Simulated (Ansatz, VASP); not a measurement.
Ta4O in VASP and in Ansatz

Contents of INCAR:

```
PREC     = Accurate       # precision mode
ENCUT    = 520            # plane-wave cutoff, eV
EDIFF    = 1E-6           # SCF threshold, eV
ISMEAR   = 0              # smearing method
SIGMA    = 0.1            # smearing width, eV
LREAL    = False          # projectors in reciprocal space
LASPH    = True           # aspherical terms in the spheres
NELM     = 80             # most SCF steps
ALGO     = Normal         # electronic algorithm
ISIF     = 2              # what is computed and relaxed
LWAVE    = False          # write WAVECAR
LCHARG   = False          # write CHGCAR
GGA      = PE             # functional
NBANDS   = 33             # bands
```

Contents of KPOINTS:

```
regular mesh
0
Gamma
  10 10 10
```

POSCAR

```
Ta4O
1.0
   -2.7723883830      2.7723883830      2.7723883830
    2.7723883830     -2.7723883830      2.7723883830
    2.7723883830      2.7723883830     -2.7723883830
Ta O
4 1
Direct
    0.5000000000      0.5000000000      0.5000000000
    0.0000000000      0.0000000000      0.5000000000
    0.0000000000      0.5000000000      0.0000000000
    0.5000000000      0.0000000000      0.0000000000
    0.0000000000      0.0000000000      0.0000000000
```

Input for Ansatz:

```yaml
crystal:
  lattice:
    - [-2.772388383, 2.772388383, 2.772388383]
    - [2.772388383, -2.772388383, 2.772388383]
    - [2.772388383, 2.772388383, -2.772388383]
  atoms:
    - { symbol: Ta, position: [0.5, 0.5, 0.5] }
    - { symbol: Ta, position: [0.0, 0.0, 0.5] }
    - { symbol: Ta, position: [0.0, 0.5, 0.0] }
    - { symbol: Ta, position: [0.5, 0.0, 0.0] }
    - { symbol: O, position: [0.0, 0.0, 0.0] }
basis:
  ecutwfc: 420
kpoints:
  mp_grid: { grid: [10, 10, 10] }
  band_path:
    path:
      - [[0.0, 0.0, 0.0], [0.5, -0.5, 0.5], [0.0, 0.0, 0.5], [0.0, 0.0, 0.0], [0.25, 0.25, 0.25], [0.5, -0.5, 0.5]]
      - [[0.25, 0.25, 0.25], [0.0, 0.0, 0.5]]
    npoints: 14
hamiltonian:
  xc: pbe
scf:
  occupations: { method: gaussian, width: 0.1 }
  n_extra_bands: 12
output:
  forces: true
  stress: true
  eigenvalues: true
  populations: true
  dos: { projected: true, de: 0.02, nscf_kmesh: { grid: [12, 12, 12] } }
  bader: true
  write_density: true
  write_potential: true
  elf: true
  volumetric_format: npy
```

Alike in both runs: task single point; functional PBE; k mesh 10 × 10 × 10; occupations gaussian, width 0.1 eV; no spin polarisation.

|  | VASP | Ansatz |
| --- | --- | --- |
| version | VASP 6.6.1 | Ansatz 0.2.0 |
| potentials or method | VASP PAW PBE potentials, release 64 (Ta_pv, O), cutoff 520 eV | scalar-relativistic, plane waves, PAW |
| valence electrons in the cell | 50 | 58 |

```tsv
	VASP	Ansatz	Ansatz less VASP
gap on the k mesh at the Fermi level (eV)	none	none	-
pressure (GPa)	0.2	0.0	-0.21
```

A gap of «none» marks a metal or a gap that the smearing closes. With one functional, cell and mesh, what is left measures potentials, basis and numerics. VASP's potentials hold 50 valence electrons a cell and Ansatz's 58, so a difference there can come from the potentials and not from the codes.

Neither program's run includes spin-orbit coupling.
